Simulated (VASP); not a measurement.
Write the native input for VASP 6.6.1 that does the following.

* Task: single point
* Functional: PBE
* Potentials or basis: VASP PAW PBE potentials, release 64 (Na_pv, Te, Sc_sv)
* Cutoff: 520 eV
* k mesh: 6 × 6 × 4
* Occupations: fermi-dirac, width 0.02 eV
* Spin: no spin polarisation
* Dipole correction: no
* Further INCAR settings: ALGO = Normal; EDIFF = 1e-06; NBANDS = 23

The structure of NaScTe2 lies in POSCAR:

```
NaScTe2
1.0
    4.4042790546      0.0000000000      0.0000000000
    0.0000000000      4.4042790546      0.0000000000
    0.0000000000      0.0000000000      6.0435607060
Na Te Sc
1 2 1
Direct
    0.0000000000      0.0000000000      0.0000000000
    0.0000000000      0.0000000000      0.5000000000
    0.5000000000      0.5000000000      0.0000000000
    0.5000000000      0.5000000000      0.5000000000
```

This cell differs from its parent crystal: volume changed by +6%.

One way to write it, as run:

INCAR

```
PREC = Accurate ; ENCUT = 520
EDIFF = 1E-6 ; ISMEAR = -1
SIGMA = 0.02 ; LREAL = F
LASPH = T ; NELM = 80
ALGO = Normal ; ISIF = 2
LWAVE = F ; LCHARG = F
GGA = PE ; NBANDS = 23
```

KPOINTS

```
Automatic mesh
0
Gamma
  6 6 4
```

Potentials or basis: VASP PAW PBE potentials, release 64 (Na_pv, Te, Sc_sv).

Launch:

```bash
$ cat potpaw_PBE.64/Na_pv/POTCAR potpaw_PBE.64/Te/POTCAR potpaw_PBE.64/Sc_sv/POTCAR > POTCAR
$ mpirun -np 1 vasp_std > vasp.out
```

Results of the run:

```yaml
Pressure: -2.2 GPa
Band_gap_on_the_k_mesh: zero (band 15 reaches 4.02 eV, above the bottom of band 16 at 3.82 eV)
```

Caveat: spin-orbit coupling is left out, which moves the levels of the heavy elements.

Wall time 79 s on 1 thread of Intel(R) Xeon(R) Platinum 8488C (Sapphire Rapids), on a shared host, peak memory 0.29 GiB.
